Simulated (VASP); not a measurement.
# Ir in VASP: single point with PBEsol

Aim: the single point of Ir with PBEsol.

All numbers are computed with VASP 6.6.1; they aren't measurements. Logs are shortened: lines on timing, memory, paths and dates and some standing lists are left out, and cuts for length are marked.

### 1 The cell of the first run

The cell holds a slab with vacuum, 13 atoms: a = 2.708 Å, b = 6.634 Å, c = 24.382 Å, α = 90.00°, β = 90.00°, γ = 90.00°.

### 2 Single point, PBEsol

INCAR

```
SYSTEM = Ir
  PREC = Accurate
  ENCUT = 520
  EDIFF = 1E-7
  ISMEAR = 0
  SIGMA = 0.1
  LREAL = .False.
  LASPH = .True.
  NELM = 100
  ALGO = Normal
  ISIF = 2
  LWAVE = .False.
  LCHARG = .False.
  LDIPOL = .True.
  IDIPOL = 3
  DIPOL = 0.5 0.5 0.500
  GGA = PS
  NBANDS = 70
```

KPOINTS

```
Automatic mesh
0
Gamma
  13 5 1
  0 0 0
```

POSCAR

```
Ir
1.0
    2.7083809930      0.0000000000      0.0000000000
    0.0000000000      6.6341514618      0.0000000000
    0.0000000000      0.0000000000     24.3821069722
Ir
13
Direct
    0.5000000000      0.6516903987      0.3136953529
    0.0000000000      0.3314753940      0.3437206292
    0.5000000000      0.0013502530      0.3688392068
    0.0000000000      0.6694790172      0.4043554713
    0.5000000000      0.3311651252      0.4383081579
    0.0000000000     -0.0013915960      0.4667868201
    0.5000000000      0.6666666642      0.4999999996
    0.0000000000      0.3347249283      0.5332131798
    0.5000000000      0.0021682058      0.5616918426
    0.0000000000      0.6638543145      0.5956445273
    0.5000000000      0.3319830823      0.6311607953
    0.0000000000      0.0018579424      0.6562793711
    0.5000000000      0.6816429372      0.6863046458
```

Potentials or basis: VASP PAW PBE potentials, release 64 (Ir).

Command:

```sh
cat potpaw_PBE.64/Ir/POTCAR > POTCAR
mpirun -np 1 vasp_std > vasp.out
```

OUTCAR:

```text
SYSTEM = Ir
   PREC = Accurate
   ENCUT = 520
   EDIFF = 1E-7
   ISMEAR = 0
   LREAL = .False.
   LASPH = .True.
   NELM = 100
   ISIF = 2
   GGA = PS

 ion  position               nearest neighbor table
   1  0.500  0.652  0.314-   4 2.59   4 2.59   2 2.62   2 2.62   3 2.68
   2  0.000  0.331  0.344-   1 2.62   1 2.62   3 2.65   3 2.65   5 2.67   5 2.67   4 2.69
   3  0.500  0.001  0.369-   2 2.65   2 2.65   1 2.68   4 2.73   4 2.73   6 2.75   6 2.75   5 2.77

   4  0.000  0.669  0.404-   1 2.59   1 2.59   6 2.66   2 2.69   7 2.70   7 2.70   3 2.73   3 2.73
                             5 2.75   5 2.75
   5  0.500  0.331  0.438-   2 2.67   2 2.67   6 2.68   6 2.68   8 2.68   8 2.68   7 2.69   4 2.75
                             4 2.75   3 2.77
   6  0.000  0.999  0.467-   4 2.66   5 2.68   5 2.68   9 2.68   9 2.68   7 2.71   7 2.71   3 2.75
                             3 2.75   8 2.76
   7  0.500  0.667  0.500-   5 2.69   9 2.69  10 2.70  10 2.70   4 2.70   4 2.70   8 2.71   8 2.71
                             6 2.71   6 2.71
   8  0.000  0.335  0.533-  10 2.66   9 2.68   9 2.68   5 2.68   5 2.68   7 2.71   7 2.71  11 2.75
                            11 2.75   6 2.76
   9  0.500  0.002  0.562-  12 2.67  12 2.67   8 2.68   8 2.68   6 2.68   6 2.68   7 2.69  10 2.75
                            10 2.75  11 2.77
  10  0.000  0.664  0.596-  13 2.59  13 2.59   8 2.66  12 2.69   7 2.70   7 2.70  11 2.73  11 2.73
                             9 2.75   9 2.75
  11  0.500  0.332  0.631-  12 2.65  12 2.65  13 2.68  10 2.73  10 2.73   8 2.75   8 2.75   9 2.77

  12  0.000  0.002  0.656-  13 2.62  13 2.62  11 2.65  11 2.65   9 2.67   9 2.67  10 2.69
  13  0.500  0.682  0.686-  10 2.59  10 2.59  12 2.62  12 2.62  11 2.68

  LATTYP: Found a simple orthorhombic cell.
 ALAT       =     2.7083809930
 B/A-ratio  =     2.4494897427
 C/A-ratio  =     9.0024656927

  Lattice vectors:

 A1 = (   2.7083809930,   0.0000000000,   0.0000000000)
 A2 = (   0.0000000000,   6.6341514618,   0.0000000000)
 A3 = (   0.0000000000,   0.0000000000,  24.3821069722)

Analysis of symmetry for initial positions (statically):
=====================================================================
 Subroutine PRICEL returns:
 Original cell was already a primitive cell.

 Routine SETGRP: Setting up the symmetry group for a
 simple orthorhombic supercell.

 Subroutine GETGRP returns: Found  4 space group operations
 (whereof  2 operations were pure point group operations)
 out of a pool of  8 trial point group operations.

The static configuration has the point symmetry C_1h.
 The point group associated with its full space group is C_2h.

Analysis of symmetry for dynamics (positions and initial velocities):
=====================================================================
 Subroutine PRICEL returns:
 Original cell was already a primitive cell.

 Routine SETGRP: Setting up the symmetry group for a
 simple orthorhombic supercell.

 Subroutine GETGRP returns: Found  4 space group operations
 (whereof  2 operations were pure point group operations)
 out of a pool of  8 trial point group operations.

The dynamic configuration has the point symmetry C_1h.
 The point group associated with its full space group is C_2h.

 Subroutine INISYM returns: Found  4 space group operations
 (whereof  2 operations are pure point group operations),
 and found     1 'primitive' translations

----------------------------------------------------------------------------------------

                                     Primitive cell

  volume of cell :     438.0931

  direct lattice vectors                    reciprocal lattice vectors
     2.708380993  0.000000000  0.000000000     0.369224272  0.000000000  0.000000000
     0.000000000  6.634151462  0.000000000     0.000000000  0.150735178  0.000000000
     0.000000000  0.000000000 24.382106972     0.000000000  0.000000000  0.041013683

  length of vectors
     2.708380993  6.634151462 24.382106972     0.369224272  0.150735178  0.041013683

  position of ions in fractional coordinates (direct lattice)
[... 41 lines left out ...]
     0.028401867  0.000000000  0.000000000     0.076923077  0.000000000  0.000000000
     0.000000000  0.030147036  0.000000000     0.000000000  0.200000000  0.000000000
     0.000000000  0.000000000  0.041013683     0.000000000  0.000000000  1.000000000

  Length of vectors
     0.028401867  0.030147036  0.041013683

  Shift w.r.t. Gamma in fractional coordinates (k-lattice)
     0.000000000  0.000000000  0.000000000

 Subroutine IBZKPT returns following result:
 ===========================================

 Found     21 irreducible k-points:

 Following reciprocal coordinates:
            Coordinates               Weight
  0.000000  0.000000  0.000000      1.000000
  0.076923  0.000000  0.000000      2.000000
  0.153846  0.000000  0.000000      2.000000
  0.230769  0.000000  0.000000      2.000000
  0.307692  0.000000  0.000000      2.000000
  0.384615  0.000000  0.000000      2.000000
[... 13 lines left out ...]
  0.384615  0.400000  0.000000      4.000000
  0.461538  0.400000  0.000000      4.000000
   k-points           NKPTS =     21   k-points in BZ     NKDIM =     21   number of bands    NBANDS=     70
   number of dos      NEDOS =    301   number of ions     NIONS =     13
   total plane-waves  NPLWV = 192000
   dimension x,y,z NGX =    20 NGY =   50 NGZ =  192
   dimension x,y,z NGXF=    40 NGYF=  100 NGZF=  384
   ions per type =              13
   NGX,Y,Z   is equivalent  to a cutoff of  12.28, 12.53, 13.09 a.u.
   NGXF,Y,Z  is equivalent  to a cutoff of  24.55, 25.06, 26.18 a.u.
 SYSTEM =  Ir
   PREC   = accura    normal or accurate (medium, high low for compatibility)
   ISTART =      0    job   : 0-new  1-cont  2-samecut
   ICHARG =      2    charge: 1-file 2-atom 10-const
   ISPIN  =      1    spin polarized calculation?
   LNONCOLLINEAR =      F non collinear calculations
   LSORBIT =      F    spin-orbit coupling
   LASPH  =      T    aspherical Exc in radial PAW
   ENCUT  =  520.0 eV  38.22 Ry    6.18 a.u.   5.04 12.34 45.33*2*pi/ulx,y,z
   NELM   =    100;   NELMIN=  2; NELMDL= -5     # of ELM steps
   EDIFF  = 0.1E-06   stopping-criterion for ELM
   LREAL  =      F    real-space projection
   EDIFFG = 0.1E-05   stopping-criterion for IOM
   NSW    =      0    number of steps for IOM
   IBRION =     -1    ionic relax: 0-MD 1-quasi-New 2-CG
   NFREE  =      0    steps in history (QN), initial steepest desc. (CG)
   ISIF   =      2    stress and relaxation
   ISYM   =      2    0-nonsym 1-usesym 2-fastsym
   POTIM  = 0.5000    time-step for ionic-motion
   TEBEG  =    0.0;   TEEND  =   0.0 temperature during run
   PSTRESS=    0.0 pullay stress
   NELECT =     117.0000    total number of electrons
   NUPDOWN=      -1.0000    fix difference up-down
   EMIN   =  10.00;   EMAX   =-10.00  energy-range for DOS
   EFERMI =   0.00;   METHOD = LEGACY
   ISMEAR =     0;   SIGMA  =   0.10  broadening in eV -4-tet -1-fermi 0-gaus
   EFERMI_NEDOS =   21; number of points for ismear=-14 and -15
   IALGO  =     38    algorithm
   IMIX   =      4    mixing-type and parameters
     AMIX     =   0.40;   BMIX     =  1.00
     AMIX_MAG =   1.60;   BMIX_MAG =  1.00
  volume/ion in A,a.u.               =      33.70       227.42
  Fermi-wavevector in a.u.,A,eV,Ry     =   1.054261  1.992264 15.122406  1.111466
  Thomas-Fermi vector in A             =   2.189414
   LORBIT       =      0    0 simple, 1 ext, 2 COOP (PROOUT), +10 PAW based schemes
   GGA     = PS    functional components
   LHFCALC =     F    Hartree Fock is set to
   AEXX    =    0.0000 exact exchange contribution
   IVDW    =     0    specifies the selected vdW correction
   LEPSILON=     F    determine dielectric tensor
   LRPA    =     F    only Hartree local field effects (RPA)
 non-spin polarized calculation
 Gauss-broadening in eV      SIGMA  =   0.10
  energy-cutoff  :      520.00
  volume of cell :      438.09
 maximum number of plane-waves:     11884
   NGX = 11   NGY = 25   NGZ = 91

 number of electron     116.9999997 magnetization

 dipolmoment           0.000000      0.000000     -0.000000 electrons x Angstroem

 Free energy of the ion-electron system (eV)
  ---------------------------------------------------
  ext. energy  EPLUGINS =         0.00000000
  ---------------------------------------------------
  free energy    TOTEN  =      -120.61274123 eV

  energy without entropy =     -120.54246941  energy(sigma->0) =     -120.57760532

 E-fermi :   1.1326     XC(G=0):  -6.7232

 val. band max:        1.1277879784   @ k =   0.0769   0.4000   0.0000
 cond. band min:       1.1334420289   @ k =   0.2308   0.2000   0.0000
 fundamental gap:      0.0056540505
 Fermi energy:         1.1325771742

 k-point     1 :       0.0000    0.0000    0.0000
  band No.  band energies     occupation
      1      -9.6887      2.00000
      2      -8.4281      2.00000
      3      -7.1152      2.00000
      4      -6.8240      2.00000
      5      -6.7603      2.00000
      6      -6.6543      2.00000
[... 1522 lines left out ...]
     69       3.4701      0.00000
     70       3.6665      0.00000

------------------------ aborting loop because EDIFF is reached ----------------------------------------

 vacuum level on the upper side and lower side of the slab       (xc-potential included)        -0.120        -0.119

  FORCE on cell =-STRESS in cart. coord.  units (eV):
  Direction    XX          YY          ZZ          XY          YZ          ZX
  --------------------------------------------------------------------------------------
  -------------------------------------------------------------------------------------
  Total       -8.5211750     -6.0885048      1.0788539      0.0000000     -0.0011787      0.0000000
  in kB      -31.1633182    -22.2666491      3.9455436      0.0000000     -0.0043105      0.0000000
  external PRESSURE =     -16.4948079 kB  Pullay stress =       0.0000000 kB

 VOLUME and BASIS-vectors are now :
 -----------------------------------------------------------------------------
  energy-cutoff  :      520.00
  volume of cell :      438.09
      direct lattice vectors                 reciprocal lattice vectors
     2.708380993  0.000000000  0.000000000     0.369224272  0.000000000  0.000000000
     0.000000000  6.634151462  0.000000000     0.000000000  0.150735178  0.000000000
     0.000000000  0.000000000 24.382106972     0.000000000  0.000000000  0.041013683

 POSITION                                       TOTAL-FORCE (eV/Angst)
 -----------------------------------------------------------------------------------
      1.35419      4.32341      7.64855         0.000000      0.022610     -0.075402
      0.00000      2.19906      8.38063         0.000000     -0.029439     -0.047087
      1.35419      0.00896      8.99308         0.000000      0.000458     -0.030076
      0.00000      4.44143      9.85904         0.000000      0.007631      0.020277
      1.35419      2.19700     10.68688         0.000000     -0.004459     -0.006821
      0.00000      6.62492     11.38125         0.000000     -0.002058     -0.006473
      1.35419      4.42277     12.19105         0.000000     -0.000000      0.000000
      0.00000      2.22062     13.00086         0.000000      0.002058      0.006473
      1.35419      0.01438     13.69523         0.000000      0.004459      0.006821
      0.00000      4.40411     14.52307         0.000000     -0.007631     -0.020277
      1.35419      2.20243     15.38903         0.000000     -0.000458      0.030076
      0.00000      0.01233     16.00147         0.000000      0.029439      0.047087
      1.35419      4.52212     16.73355         0.000000     -0.022610      0.075402
 -----------------------------------------------------------------------------------
    total drift:                                0.000000      0.000009     -0.000017

  FREE ENERGIE OF THE ION-ELECTRON SYSTEM (eV)
  ---------------------------------------------------
  free  energy   TOTEN  =      -120.6127412320 eV

  energy  without entropy=     -120.5424694130  energy(sigma->0) =     -120.57760532

 vacuum level on the upper side and lower side of the slab         6.410         6.410
```

Wall time 44 min (1 thread of Intel Xeon Platinum 8259CL at 2.50GHz (Skylake/Cascade Lake), shared host); peak memory 0.73 GiB.

What came out:

```yaml
Free_energy: -120.6127 eV
Largest_force: 0.079 eV/Å
Band_gap_on_the_k_mesh: zero (an odd number of electrons rules out a gap without spin polarisation)
```

Forces in eV/Å, atoms in the order of the input:
```
Ir   0.000  0.023 -0.075
Ir   0.000 -0.029 -0.047
Ir   0.000  0.000 -0.030
Ir   0.000  0.008  0.020
Ir   0.000 -0.004 -0.007
Ir   0.000 -0.002 -0.006
Ir   0.000  0.000  0.000
Ir   0.000  0.002  0.006
Ir   0.000  0.004  0.007
Ir   0.000 -0.008 -0.020
Ir   0.000  0.000  0.030
Ir   0.000  0.029  0.047
Ir   0.000 -0.023  0.075
```

Caveat: the PAW data sets were made with another functional, which shifts forces and pressure a little; spin-orbit coupling is left out, which moves the levels of the heavy elements.
